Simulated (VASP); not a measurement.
# SrCl2 in VASP: a series of runs, part 2 of 2

VASP 6.6.1.

## 3. Single point, PBE+D3(BJ)

Contents of INCAR:

```
PREC = Accurate
ENCUT = 520
EDIFF = 1E-6
ISMEAR = 0
SIGMA = 0.05
LREAL = False
LASPH = True
NELM = 60
ALGO = Normal
ISIF = 2
LWAVE = False
LCHARG = False
LDIPOL = True
IDIPOL = 3
DIPOL = 0.5 0.5 0.500
GGA = PE
IVDW = 12
NBANDS = 33
```

Contents of KPOINTS:

```
Automatic mesh
0
Gamma
  6 6 1
```

Contents of POSCAR:

```
SrCl2
1.0
    4.9195063098      0.0000000000      0.0000000000
   -2.4597531549      4.2604174384      0.0000000000
    0.0000000000      0.0000000000     23.0251401228
Cl Sr
4 2
Direct
    0.0000000000      0.0000000000      0.3691617056
    0.3333333333      0.6666666667      0.4563872352
    0.6666666667      0.3333333333      0.5423622587
    0.0000000000      0.0000000000      0.6344657391
    0.6666666667      0.3333333333      0.4127744704
    0.3333333333      0.6666666667      0.5860240996
```

Potentials or basis: VASP PAW PBE potentials, release 64 (Cl, Sr_sv).

The run is started by

```sh
cat potpaw_PBE.64/Cl/POTCAR potpaw_PBE.64/Sr_sv/POTCAR > POTCAR
mpirun -np 1 vasp_std > vasp.out
```

OUTCAR:

```text
PREC = Accurate
   ENCUT = 520
   EDIFF = 1E-6
   ISMEAR = 0
   LREAL = False
   LASPH = True
   NELM = 60
   ISIF = 2
   GGA = PE
   IVDW = 12
 IVDW          = 12

 ion  position               nearest neighbor table
   1  0.000  0.000  0.369-   5 3.01   5 3.01   5 3.01
   2  0.333  0.667  0.456-   6 2.98   5 3.01   5 3.01   5 3.01
   3  0.667  0.333  0.542-   5 2.98   6 3.01   6 3.01   6 3.01
   4  0.000  0.000  0.634-   6 3.05   6 3.05   6 3.05
   5  0.667  0.333  0.413-   3 2.98   2 3.01   1 3.01   2 3.01   1 3.01   1 3.01   2 3.01   6 4.90
                             6 4.90   6 4.90
   6  0.333  0.667  0.586-   2 2.98   3 3.01   3 3.01   3 3.01   4 3.05   4 3.05   4 3.05   5 4.90
                             5 4.90   5 4.90

  LATTYP: Found a hexagonal cell.
 ALAT       =     4.9195063098
 C/A-ratio  =     4.6803761745

  Lattice vectors:

 A1 = (   4.9195063098,   0.0000000000,   0.0000000000)
 A2 = (  -2.4597531549,   4.2604174384,   0.0000000000)
 A3 = (   0.0000000000,   0.0000000000,  23.0251401228)

Analysis of symmetry for initial positions (statically):
=====================================================================
 Subroutine PRICEL returns:
 Original cell was already a primitive cell.

 Routine SETGRP: Setting up the symmetry group for a
 hexagonal supercell.

 Subroutine GETGRP returns: Found  6 space group operations
 (whereof  6 operations were pure point group operations)
 out of a pool of 24 trial point group operations.

The static configuration has the point symmetry C_3v.

Analysis of symmetry for dynamics (positions and initial velocities):
=====================================================================
 Subroutine PRICEL returns:
 Original cell was already a primitive cell.

 Routine SETGRP: Setting up the symmetry group for a
 hexagonal supercell.

 Subroutine GETGRP returns: Found  6 space group operations
 (whereof  6 operations were pure point group operations)
 out of a pool of 24 trial point group operations.

The dynamic configuration has the point symmetry C_3v.

 Subroutine INISYM returns: Found  6 space group operations
 (whereof  6 operations are pure point group operations),
 and found     1 'primitive' translations

----------------------------------------------------------------------------------------

                                     Primitive cell

  volume of cell :     482.5874

  direct lattice vectors                    reciprocal lattice vectors
     4.919506310  0.000000000  0.000000000     0.203272430  0.117359392  0.000000000
    -2.459753155  4.260417438  0.000000000     0.000000000  0.234718784  0.000000000
     0.000000000  0.000000000 23.025140123     0.000000000  0.000000000  0.043430789

  length of vectors
     4.919506310  4.919506310 23.025140123     0.234718784  0.234718784  0.043430789

  position of ions in fractional coordinates (direct lattice)
     0.000000000  0.000000000  0.369161706
     0.333333333  0.666666667  0.456387235
     0.666666667  0.333333333  0.542362259
     0.000000000  0.000000000  0.634465739
     0.666666667  0.333333333  0.412774470
     0.333333333  0.666666667  0.586024100

  ion indices of the primitive-cell ions
   primitive index   ion index
                 1           1
                 2           2
                 3           3
                 4           4
                 5           5
                 6           6
[... 37 lines left out ...]
   number of dos      NEDOS =    301   number of ions     NIONS =      6
   total plane-waves  NPLWV = 288000
   dimension x,y,z NGX =    40 NGY =   40 NGZ =  180
   dimension x,y,z NGXF=    80 NGYF=   80 NGZF=  360
   ions per type =               4   2
   NGX,Y,Z   is equivalent  to a cutoff of  13.52, 13.52, 13.00 a.u.
   NGXF,Y,Z  is equivalent  to a cutoff of  27.03, 27.03, 25.99 a.u.
 SYSTEM =  unknown system
   PREC   = accura    normal or accurate (medium, high low for compatibility)
   ISTART =      0    job   : 0-new  1-cont  2-samecut
   ICHARG =      2    charge: 1-file 2-atom 10-const
   ISPIN  =      1    spin polarized calculation?
   LNONCOLLINEAR =      F non collinear calculations
   LSORBIT =      F    spin-orbit coupling
   LASPH  =      T    aspherical Exc in radial PAW
   ENCUT  =  520.0 eV  38.22 Ry    6.18 a.u.   9.15  9.15 42.81*2*pi/ulx,y,z
   NELM   =     60;   NELMIN=  2; NELMDL= -5     # of ELM steps
   EDIFF  = 0.1E-05   stopping-criterion for ELM
   LREAL  =      F    real-space projection
   EDIFFG = 0.1E-04   stopping-criterion for IOM
   NSW    =      0    number of steps for IOM
   IBRION =     -1    ionic relax: 0-MD 1-quasi-New 2-CG
   NFREE  =      0    steps in history (QN), initial steepest desc. (CG)
   ISIF   =      2    stress and relaxation
   ISYM   =      2    0-nonsym 1-usesym 2-fastsym
   POTIM  = 0.5000    time-step for ionic-motion
   TEBEG  =    0.0;   TEEND  =   0.0 temperature during run
   PSTRESS=    0.0 pullay stress
   NELECT =      48.0000    total number of electrons
   NUPDOWN=      -1.0000    fix difference up-down
   EMIN   =  10.00;   EMAX   =-10.00  energy-range for DOS
   EFERMI =   0.00;   METHOD = LEGACY
   ISMEAR =     0;   SIGMA  =   0.05  broadening in eV -4-tet -1-fermi 0-gaus
   EFERMI_NEDOS =   21; number of points for ismear=-14 and -15
   IALGO  =     38    algorithm
   IMIX   =      4    mixing-type and parameters
     AMIX     =   0.40;   BMIX     =  1.00
     AMIX_MAG =   1.60;   BMIX_MAG =  1.00
  volume/ion in A,a.u.               =      80.43       542.78
  Fermi-wavevector in a.u.,A,eV,Ry     =   0.758513  1.433382  7.828011  0.575343
  Thomas-Fermi vector in A             =   1.857101
   LORBIT       =      0    0 simple, 1 ext, 2 COOP (PROOUT), +10 PAW based schemes
   GGA     = PE    functional components
   LHFCALC =     F    Hartree Fock is set to
   AEXX    =    0.0000 exact exchange contribution
   IVDW    =    12    specifies the selected vdW correction
   LEPSILON=     F    determine dielectric tensor
   LRPA    =     F    only Hartree local field effects (RPA)
 non-spin polarized calculation
 Gauss-broadening in eV      SIGMA  =   0.05
  energy-cutoff  :      520.00
  volume of cell :      482.59
 maximum number of plane-waves:     13058
 NGX is ok and might be reduce to    40
   NGX = 19   NGY = 19   NGZ = 85

 number of electron      48.0000000 magnetization

 dipolmoment           0.000000      0.000000      0.040434 electrons x Angstroem

 Free energy of the ion-electron system (eV)
  ---------------------------------------------------
  ext. energy  EPLUGINS =         0.00000000
  ---------------------------------------------------
  free energy    TOTEN  =       -25.15325758 eV

  energy without entropy =      -25.15325758  energy(sigma->0) =      -25.15325758

 E-fermi :  -4.3232     XC(G=0):  -3.4015

 val. band max:       -4.5667026240   @ k =   0.5000   0.0000   0.0000
 cond. band min:       0.6165690385   @ k =   0.0000   0.0000   0.0000
 fundamental gap:      5.1832716625
 Fermi energy:        -4.3232462842

 k-point     1 :       0.0000    0.0000    0.0000
  band No.  band energies     occupation
      1     -37.5600      2.00000
      2     -37.5273      2.00000
      3     -19.7588      2.00000
      4     -19.5989      2.00000
      5     -19.5215      2.00000
      6     -19.5215      2.00000
[... 241 lines left out ...]
     32       3.0352      0.00000
     33       3.0721      0.00000

------------------------ aborting loop because EDIFF is reached ----------------------------------------

 vacuum level on the upper side and lower side of the slab       (xc-potential included)         0.030        -0.309

 Edisp (eV)   -0.96395

 E8    (eV) :    -0.4341

  FORCE on cell =-STRESS in cart. coord.  units (eV):
  Direction    XX          YY          ZZ          XY          YZ          ZX
  --------------------------------------------------------------------------------------
  -------------------------------------------------------------------------------------
  Total      -2.23163    -2.23163     0.30635    -0.00000     0.00000     0.00000
  in kB      -7.40894    -7.40894     1.01709    -0.00000     0.00000     0.00000
  external pressure =       -4.60 kB  Pullay stress =        0.00 kB

 VOLUME and BASIS-vectors are now :
 -----------------------------------------------------------------------------
  energy-cutoff  :      520.00
  volume of cell :      482.59
      direct lattice vectors                 reciprocal lattice vectors
     4.919506310  0.000000000  0.000000000     0.203272430  0.117359392  0.000000000
    -2.459753155  4.260417438  0.000000000     0.000000000  0.234718784  0.000000000
     0.000000000  0.000000000 23.025140123     0.000000000  0.000000000  0.043430789

 POSITION                                       TOTAL-FORCE (eV/Angst)
 -----------------------------------------------------------------------------------
      0.00000      0.00000      8.50000         0.000000     -0.000000     -0.235656
     -0.00000      2.84028     10.50838        -0.000000      0.000000      0.032548
      2.45975      1.42014     12.48797        -0.000000     -0.000000     -0.008857
      0.00000      0.00000     14.60866         0.000000     -0.000000      0.013620
      2.45975      1.42014      9.50419        -0.000000      0.000000      0.185059
     -0.00000      2.84028     13.49329         0.000000     -0.000000      0.013285
 -----------------------------------------------------------------------------------
    total drift:                               -0.000000     -0.000000     -0.000528

  FREE ENERGIE OF THE ION-ELECTRON SYSTEM (eV)
  ---------------------------------------------------
  free  energy   TOTEN  =       -26.1172066137 eV

  energy  without entropy=      -26.1172066137  energy(sigma->0) =      -26.11720661

 vacuum level on the upper side and lower side of the slab         2.576         2.230
```

Run time: 4.1 min. Hardware: 1 thread of AMD EPYC 7R43 (Zen 3), shared host; peak memory 0.6 GiB.

Results:

* Free energy: -26.1172 eV
* Largest force: 0.236 eV/Å
* Band gap on the k mesh: 5.18 eV, indirect (least direct gap 5.45 eV)
* Dispersion energy per atom: -0.161 eV

Forces on the atoms (eV/Å):
```
Cl   0.000  0.000 -0.236
Cl   0.000  0.000  0.033
Cl   0.000  0.000 -0.009
Cl   0.000  0.000  0.014
Sr   0.000  0.000  0.185
Sr   0.000  0.000  0.013
```
